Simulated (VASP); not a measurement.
A run of VASP 6.6.1:

Contents of INCAR:

```
ALGO = Normal ; EDIFF = 1E-6
ENCUT = 520 ; GGA = PE
ISIF = 2 ; ISMEAR = 0
LASPH = T ; LCHARG = F
LREAL = Auto ; LWAVE = F
NBANDS = 58 ; NELM = 100
PREC = Accurate ; SIGMA = 0.1
```

The input KPOINTS:

```
k-points
0
Gamma
  4 4 4
```

Contents of POSCAR:

```
Al
1.0
   -6.0621852169      6.0621852169      0.0000000000
    0.0000000000      6.0621852169     -6.0621852169
   -6.0621852169      0.0000000000     -6.0621852169
Al
26
Direct
    0.0000000000      0.3357338685      0.6666666667
    0.0000000000      0.6666666667      0.3357338685
    0.0000000000     -0.0024005351      0.6666666667
    0.0006918189      0.3331027270      0.3331027270
    0.0000000000      0.6666666667     -0.0024005351
    0.0000000000     -0.0024005351      0.3357338685
    0.0000000000      0.3357338685     -0.0024005351
   -0.0006918189      0.0002306063      0.0002306063
    0.3309327982      0.6666666667      0.6666666667
    0.3309327982      0.3357338685      0.6666666667
    0.3309327982      0.6666666667      0.3357338685
    0.3335639396      0.0002306063      0.6659748478
    0.3329542468      0.3337124198      0.3337124198
    0.3335639396      0.6659748478      0.0002306063
    0.3329542468     -0.0003790865      0.3337124198
    0.3329542468      0.3337124198     -0.0003790865
    0.3335639396      0.0002306063      0.0002306063
    0.6690672018      0.6666666667      0.6666666667
    0.6664360604      0.3331027270      0.6673584856
    0.6664360604      0.6673584856      0.3331027270
    0.6690672018     -0.0024005351      0.6666666667
    0.6664360604      0.3331027270      0.3331027270
    0.6690672018      0.6666666667     -0.0024005351
    0.6670457532     -0.0003790865      0.3337124198
    0.6670457532      0.3337124198     -0.0003790865
    0.6670457532     -0.0003790865     -0.0003790865
```

Potentials or basis: VASP PAW PBE potentials, release 64 (Al).

Run with:

```sh
$ cat potpaw_PBE.64/Al/POTCAR > POTCAR
$ mpirun -np 1 vasp_std > vasp.out
```

Hardware: 1 thread of AMD EPYC 9R45 (Zen 5), on a shared host.

**Question.** Estimate the wall time of this run.

**Answer.** It took 2.4 min on 1 thread of AMD EPYC 9R45 (Zen 5) (shared host), peak memory 0.53 GiB. Counts: scf iterations 13, k points 8.
